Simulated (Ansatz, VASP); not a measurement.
**Two plane-wave programs on SiN2**

```
CELL_PARAMETERS angstrom
2.85292 0.00000 0.00000
-1.42646 2.47070 0.00000
0.00000 0.00000 10.40475
ATOMIC_POSITIONS crystal
Si 0.33333 0.66667 0.25000
Si 0.66667 0.33333 0.75000
N 0.33333 0.66667 0.66523
N 0.66667 0.33333 0.16523
N 0.33333 0.66667 0.83477
N 0.66667 0.33333 0.33477
```

Alike in both runs: functional PBE; k mesh 12 × 12 × 4; occupations gaussian, width 0.02 eV; no spin polarisation.

Ansatz relaxed the structure, and its values are those at the end. VASP's run is a single point on that final structure, the one shown.

|  | VASP | Ansatz |
| --- | --- | --- |
| version | VASP 6.6.1 | Ansatz 0.2.0 |
| potentials or method | VASP PAW PBE potentials, release 64 (Si, N), cutoff 520 eV | scalar-relativistic, plane waves, PAW |
| valence electrons in the cell | 28 | 28 |

VASP gave:

```
gap on the k mesh at the Fermi level (eV) : 0.96
least direct gap on the mesh (eV)         : 0.96
pressure (GPa)                            : 0.1
rms of the force components (eV/Å)        : 0.023
```

Problem. Estimate Ansatz's values.

Solution. gap on the k mesh at the Fermi level (eV): 0.97; least direct gap on the mesh (eV): 0.97; pressure (GPa): 0.0; rms of the force components (eV/Å): 0.001.
